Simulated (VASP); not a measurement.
A run of VASP 6.6.1 is set up as follows.

INCAR

```
SYSTEM = KI
  ALGO = Normal
  EDIFF = 1E-7
  ENCUT = 520
  GGA = PE
  ISIF = 2
  ISMEAR = 0
  LASPH = .True.
  LCHARG = .False.
  LREAL = .False.
  LWAVE = .False.
  NBANDS = 15
  NELM = 100
  PREC = Accurate
  SIGMA = 0.02
```

File KPOINTS:

```
k-points
0
Gamma
  6 6 6
  0 0 0
```

The input POSCAR:

```
KI
1.0
    4.3399769145      0.0000000000      0.0000000000
    0.0000000000      4.3399769145      0.0000000000
    0.0000000000      0.0000000000      4.3399769145
K I
1 1
Direct
    0.0000000000      0.0000000000      0.0000000000
    0.5000000000      0.5000000000      0.5000000000
```

Potentials or basis: VASP PAW PBE potentials, release 64 (K_sv, I).

Command:

```sh
$ cat potpaw_PBE.64/K_sv/POTCAR potpaw_PBE.64/I/POTCAR > POTCAR
$ mpirun -np 1 vasp_std > vasp.out
```

Task: Estimate the pressure.

Result: 0.0 GPa.

Task: Estimate the band gap on the k mesh.

Result: 3.25 eV, indirect (least direct gap 3.59 eV).

Caveat: spin-orbit coupling is left out, which moves the levels of the heavy elements. A k mesh can miss the band edges.
